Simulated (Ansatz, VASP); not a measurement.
## KTaO3 in VASP and in Ansatz

```xyz
5
Lattice="4.0351 0.0000 0.0000 0.0000 4.0351 0.0000 0.0000 0.0000 3.5767" Properties=species:S:1:pos:R:3 pbc="T T T"
K     2.0175    2.0175    1.7883
Ta    0.0000    0.0000    0.0000
O     2.0175    0.0000    0.0000
O     0.0000    2.0175    0.0000
O     0.0000    0.0000    1.7883
```

Alike in both runs: task single point; functional PBEsol; k mesh 8 × 8 × 8; occupations gaussian, width 0.05 eV; no spin polarisation.

```csv
,VASP,Ansatz
version,VASP 6.6.1,Ansatz 0.2.0
potentials or method,"VASP PAW PBE potentials, release 64 (K_sv, Ta_pv, O), cutoff 520 eV","scalar-relativistic, plane waves, PAW"
valence electrons in the cell,38,40
```

```csv
,VASP,Ansatz,Ansatz less VASP
gap on the k mesh at the Fermi level (eV),2.01,2.06,+0.048
least direct gap on the mesh (eV),2.34,2.39,+0.056
```

VASP's potentials were made for PBE, not for PBEsol. The functional is the same, so the differences come from potentials, cutoffs and numerics. VASP's potentials hold 38 valence electrons a cell and Ansatz's 40, so a difference there can come from the potentials and not from the codes.

Spin-orbit coupling is off throughout.
